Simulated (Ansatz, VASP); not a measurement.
# B in VASP and in Ansatz

```xyz
2
Lattice="0.0000 2.0015 2.0015 2.0015 0.0000 2.0015 2.0015 2.0015 0.0000" Properties=species:S:1:pos:R:3 pbc="T T T"
B     0.5004    0.5004    0.5004
B     3.5026    3.5026    3.5026
```

Alike in both runs: task single point; functional LDA; k mesh 13 × 13 × 13; occupations fermi-dirac, width 0.1 eV; non-collinear spin, spin-orbit coupling.

|  | VASP | Ansatz |
| --- | --- | --- |
| version | VASP 6.6.1 | Ansatz 0.2.0 |
| potentials or method | VASP PAW LDA potentials, release 64 (B), cutoff 520 eV | plane waves (420 eV) with PAW, fully relativistic with spin-orbit coupling |
| valence electrons in the cell | 6 | 6 |

|  | VASP | Ansatz | Ansatz less VASP |
| --- | --- | --- | --- |
| net moment per atom (μB) | 0.00 | 0.00 | 0.000 |

Ansatz warns that its potentials were made for another functional, while VASP's fit it. LDA's correlation is that of Perdew and Zunger in VASP and of Perdew and Wang (1992) in Ansatz.
